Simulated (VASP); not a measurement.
Set up this calculation in VASP 6.6.1, as the native input.

| Property | Result |
| --- | --- |
| Task | single point |
| Functional | PBEsol |
| Potentials or basis | VASP PAW PBE potentials, release 64 (Sr_sv) |
| Cutoff | 520 eV |
| k mesh | 6 × 3 × 1 |
| Occupations | gaussian, width 0.1 eV |
| Spin | no spin polarisation |
| Dipole correction | yes |
| Further INCAR settings | ALGO = Normal; EDIFF = 1e-06; NBANDS = 55 |

The structure of Sr lies in POSCAR:

```
Sr
1.0
    4.3025326300      0.0000000000      0.0000000000
    0.0000000000     10.5390095500      0.0000000000
    0.0000000000      0.0000000000     26.9362737431
Sr
9
Direct
    0.5000000000      0.6666666700      0.3155596086
    0.0000000000      0.3333333300      0.3616697142
    0.5000000000      0.0000000000      0.4077798095
    0.0000000000      0.6666666700      0.4538899047
    0.5000000000      0.3337648649      0.4938131186
    0.0000000000      0.0023899218      0.5380348025
    0.5000000000      0.6700224635      0.5835252961
    0.0000000000      0.3317299799      0.6244576672
    0.5000000000      0.0036096448      0.6664250582
```

One way to write it, as run:

INCAR

```
PREC = Accurate ; ENCUT = 520
EDIFF = 1E-6 ; ISMEAR = 0
SIGMA = 0.1 ; LREAL = False
LASPH = True ; NELM = 60
ALGO = Normal ; ISIF = 2
LWAVE = False ; LCHARG = False
LDIPOL = True ; IDIPOL = 3
DIPOL = 0.5 0.5 0.494 ; GGA = PS
NBANDS = 55
```

KPOINTS

```
regular mesh
0
Gamma
  6 3 1
```

Potentials or basis: VASP PAW PBE potentials, release 64 (Sr_sv).

Command:

```sh
$ cat potpaw_PBE.64/Sr_sv/POTCAR > POTCAR
$ mpirun -np 1 vasp_std > vasp.out
```

It gave:

```
Largest force          : 0.257 eV/Å
Band gap on the k mesh : zero (bands 45 and 46 overlap by 0.02 eV)
```

Caveat: the PAW data sets were made with another functional, which shifts forces and pressure a little.

Wall time 38 min on 1 thread of Oxide Virtual Turin-like Processor (shared host), peak memory 1.1 GiB.
